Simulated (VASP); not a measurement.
# W in VASP: single point with PBEsol

Aim: the single point of W with PBEsol.

Everything below comes from runs of VASP 6.6.1. Logs are shortened: lines on timing, memory, paths and dates and some standing lists are left out, and cuts for length are marked.

### 1 The cell of the first run

The cell holds a slab with vacuum, 9 atoms: a = 3.160 Å, b = 3.160 Å, c = 28.640 Å, α = 90.00°, β = 90.00°, γ = 90.00°.

### 2 Single point, PBEsol

File INCAR:

```
SYSTEM = W
PREC = Accurate ; ENCUT = 520
EDIFF = 1E-6 ; ISMEAR = 1
SIGMA = 0.1 ; LREAL = .False.
LASPH = .True. ; NELM = 60
ALGO = Normal ; ISIF = 2
LWAVE = .False. ; LCHARG = .False.
LDIPOL = .True. ; IDIPOL = 3
DIPOL = 0.5 0.5 0.500 ; GGA = PS
NBANDS = 73
```

File KPOINTS:

```
Automatic mesh
0
Gamma
  10 10 1
  0 0 0
```

File POSCAR:

```
W
1.0
    3.1600000000      0.0000000000      0.0000000000
    0.0000000000      3.1600000000      0.0000000000
    0.0000000000      0.0000000000     28.6400000000
W
9
Direct
    0.0000000000      0.0000000000      0.2857133463
    0.5000000000      0.5000000000      0.3342482309
    0.0000000000      0.0000000000      0.3905046851
    0.5000000000      0.5000000000      0.4450967992
    0.0000000000      0.0000000000      0.5000000001
    0.5000000000      0.5000000000      0.5549032011
    0.0000000000      0.0000000000      0.6094953152
    0.5000000000      0.5000000000      0.6657517689
    0.0000000000      0.0000000000      0.7142866532
```

Potentials or basis: VASP PAW PBE potentials, release 64 (W_sv).

Run with:

```sh
cat potpaw_PBE.64/W_sv/POTCAR > POTCAR
mpirun -np 1 vasp_std > vasp.out
```

OUTCAR:

```text
SYSTEM = W
   PREC = Accurate
   ENCUT = 520
   EDIFF = 1E-6
   ISMEAR = 1
   LREAL = .False.
   LASPH = .True.
   NELM = 60
   ISIF = 2
   GGA = PS

 ion  position               nearest neighbor table
   1  0.000  0.000  0.286-   2 2.63   2 2.63   2 2.63   2 2.63   3 3.00
   2  0.500  0.500  0.334-   1 2.63   1 2.63   1 2.63   1 2.63   3 2.75   3 2.75   3 2.75   3 2.75
                             4 3.17
   3  0.000  0.000  0.391-   4 2.73   4 2.73   4 2.73   4 2.73   2 2.75   2 2.75   2 2.75   2 2.75
                             1 3.00   5 3.14
   4  0.500  0.500  0.445-   3 2.73   3 2.73   3 2.73   3 2.73   5 2.73   5 2.73   5 2.73   5 2.73
                             6 3.14   2 3.17
   5  0.000  0.000  0.500-   4 2.73   4 2.73   4 2.73   4 2.73   6 2.73   6 2.73   6 2.73   6 2.73
                             3 3.14   7 3.14
   6  0.500  0.500  0.555-   7 2.73   7 2.73   7 2.73   7 2.73   5 2.73   5 2.73   5 2.73   5 2.73
                             4 3.14   8 3.17
   7  0.000  0.000  0.609-   6 2.73   6 2.73   6 2.73   6 2.73   8 2.75   8 2.75   8 2.75   8 2.75
                             9 3.00   5 3.14
   8  0.500  0.500  0.666-   9 2.63   9 2.63   9 2.63   9 2.63   7 2.75   7 2.75   7 2.75   7 2.75
                             6 3.17
   9  0.000  0.000  0.714-   8 2.63   8 2.63   8 2.63   8 2.63   7 3.00

  LATTYP: Found a simple tetragonal cell.
 ALAT       =     3.1600000000
 C/A-ratio  =     9.0632911392

  Lattice vectors:

 A1 = (   3.1600000000,   0.0000000000,   0.0000000000)
 A2 = (   0.0000000000,   3.1600000000,   0.0000000000)
 A3 = (   0.0000000000,   0.0000000000,  28.6400000000)

Analysis of symmetry for initial positions (statically):
=====================================================================
 Subroutine PRICEL returns:
 Original cell was already a primitive cell.

 Routine SETGRP: Setting up the symmetry group for a
 simple tetragonal supercell.

 Subroutine GETGRP returns: Found 16 space group operations
 (whereof 16 operations were pure point group operations)
 out of a pool of 16 trial point group operations.

The static configuration has the point symmetry D_4h.

Analysis of symmetry for dynamics (positions and initial velocities):
=====================================================================
 Subroutine PRICEL returns:
 Original cell was already a primitive cell.

 Routine SETGRP: Setting up the symmetry group for a
 simple tetragonal supercell.

 Subroutine GETGRP returns: Found 16 space group operations
 (whereof 16 operations were pure point group operations)
 out of a pool of 16 trial point group operations.

The dynamic configuration has the point symmetry D_4h.

 Subroutine INISYM returns: Found 16 space group operations
 (whereof 16 operations are pure point group operations),
 and found     1 'primitive' translations

----------------------------------------------------------------------------------------

                                     Primitive cell

  volume of cell :     285.9876

  direct lattice vectors                    reciprocal lattice vectors
     3.160000000  0.000000000  0.000000000     0.316455696  0.000000000  0.000000000
     0.000000000  3.160000000  0.000000000     0.000000000  0.316455696  0.000000000
     0.000000000  0.000000000 28.640000000     0.000000000  0.000000000  0.034916201

  length of vectors
     3.160000000  3.160000000 28.640000000     0.316455696  0.316455696  0.034916201

  position of ions in fractional coordinates (direct lattice)
     0.000000000  0.000000000  0.285713346
     0.500000000  0.500000000  0.334248231
     0.000000000  0.000000000  0.390504685
     0.500000000  0.500000000  0.445096799
     0.000000000  0.000000000  0.500000000
     0.500000000  0.500000000  0.554903201
     0.000000000  0.000000000  0.609495315
     0.500000000  0.500000000  0.665751769
     0.000000000  0.000000000  0.714286653

  ion indices of the primitive-cell ions
   primitive index   ion index
                 1           1
                 2           2
                 3           3
                 4           4
                 5           5
                 6           6
                 7           7
                 8           8
                 9           9

----------------------------------------------------------------------------------------

 KPOINTS: Automatic mesh

Automatic generation of k-mesh.
 Grid dimensions read from file:
 generate k-points for:   10   10    1

 Generating k-lattice:

  Cartesian coordinates                     Fractional coordinates (reciprocal lattice)
     0.031645570  0.000000000  0.000000000     0.100000000  0.000000000  0.000000000
     0.000000000  0.031645570  0.000000000     0.000000000  0.100000000  0.000000000
     0.000000000  0.000000000  0.034916201     0.000000000  0.000000000  1.000000000

  Length of vectors
     0.031645570  0.031645570  0.034916201

  Shift w.r.t. Gamma in fractional coordinates (k-lattice)
     0.000000000  0.000000000  0.000000000

 Subroutine IBZKPT returns following result:
 ===========================================

 Found     21 irreducible k-points:

 Following reciprocal coordinates:
            Coordinates               Weight
  0.000000  0.000000  0.000000      1.000000
  0.100000  0.000000  0.000000      4.000000
  0.200000  0.000000  0.000000      4.000000
  0.300000  0.000000  0.000000      4.000000
  0.400000  0.000000  0.000000      4.000000
  0.500000  0.000000  0.000000      2.000000
[... 13 lines left out ...]
  0.500000  0.400000  0.000000      4.000000
  0.500000  0.500000  0.000000      1.000000
   k-points           NKPTS =     21   k-points in BZ     NKDIM =     21   number of bands    NBANDS=     73
   number of dos      NEDOS =    301   number of ions     NIONS =      9
   total plane-waves  NPLWV = 124416
   dimension x,y,z NGX =    24 NGY =   24 NGZ =  216
   dimension x,y,z NGXF=    48 NGYF=   48 NGZF=  432
   ions per type =               9
   NGX,Y,Z   is equivalent  to a cutoff of  12.63, 12.63, 12.54 a.u.
   NGXF,Y,Z  is equivalent  to a cutoff of  25.25, 25.25, 25.08 a.u.
 SYSTEM =  W
   PREC   = accura    normal or accurate (medium, high low for compatibility)
   ISTART =      0    job   : 0-new  1-cont  2-samecut
   ICHARG =      2    charge: 1-file 2-atom 10-const
   ISPIN  =      1    spin polarized calculation?
   LNONCOLLINEAR =      F non collinear calculations
   LSORBIT =      F    spin-orbit coupling
   LASPH  =      T    aspherical Exc in radial PAW
   ENCUT  =  520.0 eV  38.22 Ry    6.18 a.u.   5.88  5.88 53.25*2*pi/ulx,y,z
   NELM   =     60;   NELMIN=  2; NELMDL= -5     # of ELM steps
   EDIFF  = 0.1E-05   stopping-criterion for ELM
   LREAL  =      F    real-space projection
   EDIFFG = 0.1E-04   stopping-criterion for IOM
   NSW    =      0    number of steps for IOM
   IBRION =     -1    ionic relax: 0-MD 1-quasi-New 2-CG
   NFREE  =      0    steps in history (QN), initial steepest desc. (CG)
   ISIF   =      2    stress and relaxation
   ISYM   =      2    0-nonsym 1-usesym 2-fastsym
   POTIM  = 0.5000    time-step for ionic-motion
   TEBEG  =    0.0;   TEEND  =   0.0 temperature during run
   PSTRESS=    0.0 pullay stress
   NELECT =     126.0000    total number of electrons
   NUPDOWN=      -1.0000    fix difference up-down
   EMIN   =  10.00;   EMAX   =-10.00  energy-range for DOS
   EFERMI =   0.00;   METHOD = LEGACY
   ISMEAR =     1;   SIGMA  =   0.10  broadening in eV -4-tet -1-fermi 0-gaus
   EFERMI_NEDOS =   21; number of points for ismear=-14 and -15
   IALGO  =     38    algorithm
   IMIX   =      4    mixing-type and parameters
     AMIX     =   0.40;   BMIX     =  1.00
     AMIX_MAG =   1.60;   BMIX_MAG =  1.00
  volume/ion in A,a.u.               =      31.78       214.44
  Fermi-wavevector in a.u.,A,eV,Ry     =   1.245707  2.354045 21.113334  1.551786
  Thomas-Fermi vector in A             =   2.379917
   LORBIT       =      0    0 simple, 1 ext, 2 COOP (PROOUT), +10 PAW based schemes
   GGA     = PS    functional components
   LHFCALC =     F    Hartree Fock is set to
   AEXX    =    0.0000 exact exchange contribution
   IVDW    =     0    specifies the selected vdW correction
   LEPSILON=     F    determine dielectric tensor
   LRPA    =     F    only Hartree local field effects (RPA)
 non-spin polarized calculation
 Methfessel and Paxton  Order N= 1 SIGMA  =   0.10
  energy-cutoff  :      520.00
  volume of cell :      285.99
 maximum number of plane-waves:      7768
 NGX is ok and might be reduce to    24
   NGX = 11   NGY = 11   NGZ =107

 dipolmoment           0.000000      0.000000      0.000000 electrons x Angstroem

 number of electron     125.9999998 magnetization

 dipolmoment           0.000000      0.000000     -0.000000 electrons x Angstroem

 Free energy of the ion-electron system (eV)
  ---------------------------------------------------
  ext. energy  EPLUGINS =         0.00000000
  ---------------------------------------------------
  free energy    TOTEN  =      -118.81067424 eV

  energy without entropy =     -118.81353913  energy(sigma->0) =     -118.81162920

 E-fermi :   3.4599     XC(G=0):  -7.6137

 val. band max:        3.4544811297   @ k =   0.5000   0.1000   0.0000
 cond. band min:       3.5112669272   @ k =   0.3000   0.3000   0.0000
 fundamental gap:      0.0567857974
 Fermi energy:         3.4599084092

 k-point     1 :       0.0000    0.0000    0.0000
  band No.  band energies     occupation
      1     -70.5504      2.00000
      2     -70.4986      2.00000
      3     -70.4819      2.00000
      4     -70.3149      2.00000
      5     -70.3069      2.00000
      6     -70.2871      2.00000
[... 65 lines left out ...]
     72       5.0516     -0.00000
     73       5.3023     -0.00000
[... 1518 lines left out ...]
     72       6.4441      0.00000
     73       6.6901      0.00000

------------------------ aborting loop because EDIFF is reached ----------------------------------------

 vacuum level on the upper side and lower side of the slab       (xc-potential included)        -0.171        -0.171

  FORCE on cell =-STRESS in cart. coord.  units (eV):
  Direction    XX          YY          ZZ          XY          YZ          ZX
  --------------------------------------------------------------------------------------
  -------------------------------------------------------------------------------------
  Total       -3.9354867     -3.9354867      0.4223722      0.0000000     -0.0000000     -0.0000000
  in kB      -22.0476271    -22.0476271      2.3662399      0.0000000     -0.0000000     -0.0000000
  external PRESSURE =     -13.9096715 kB  Pullay stress =       0.0000000 kB

 VOLUME and BASIS-vectors are now :
 -----------------------------------------------------------------------------
  energy-cutoff  :      520.00
  volume of cell :      285.99
      direct lattice vectors                 reciprocal lattice vectors
     3.160000000  0.000000000  0.000000000     0.316455696  0.000000000  0.000000000
     0.000000000  3.160000000  0.000000000     0.000000000  0.316455696  0.000000000
     0.000000000  0.000000000 28.640000000     0.000000000  0.000000000  0.034916201

 POSITION                                       TOTAL-FORCE (eV/Angst)
 -----------------------------------------------------------------------------------
      0.00000      0.00000      8.18283        -0.000000      0.000000     -0.047936
      1.58000      1.58000      9.57287        -0.000000      0.000000      0.002553
      0.00000      0.00000     11.18405        -0.000000     -0.000000      0.003463
      1.58000      1.58000     12.74757        -0.000000      0.000000      0.005341
      0.00000      0.00000     14.32000        -0.000000      0.000000      0.000000
      1.58000      1.58000     15.89243         0.000000     -0.000000     -0.005341
      0.00000      0.00000     17.45595        -0.000000      0.000000     -0.003463
      1.58000      1.58000     19.06713         0.000000      0.000000     -0.002553
      0.00000      0.00000     20.45717        -0.000000      0.000000      0.047936
 -----------------------------------------------------------------------------------
    total drift:                                0.000000     -0.000000     -0.000001

  FREE ENERGIE OF THE ION-ELECTRON SYSTEM (eV)
  ---------------------------------------------------
  free  energy   TOTEN  =      -118.8106742438 eV

  energy  without entropy=     -118.8135391256  energy(sigma->0) =     -118.81162920

 vacuum level on the upper side and lower side of the slab         7.585         7.585
```

Wall time 14 min (1 thread of AMD EPYC 7R13 (Zen 3), shared host); peak memory 0.48 GiB.

Results:

```
Free energy            : -118.8107 eV
Largest force          : 0.048 eV/Å
Band gap on the k mesh : zero (bands 63 and 64 overlap by 2.14 eV)
```

Forces on the atoms (eV/Å):
```
W    0.000  0.000 -0.048
W    0.000  0.000  0.003
W    0.000  0.000  0.003
W    0.000  0.000  0.005
W    0.000  0.000  0.000
W    0.000  0.000 -0.005
W    0.000  0.000 -0.003
W    0.000  0.000 -0.003
W    0.000  0.000  0.048
```

Caveat: the PAW data sets were made with another functional, which shifts forces and pressure a little; spin-orbit coupling is left out, which moves the levels of the heavy elements.

The gap in the log of VASP goes by the Fermi energy; the results here count the filled bands.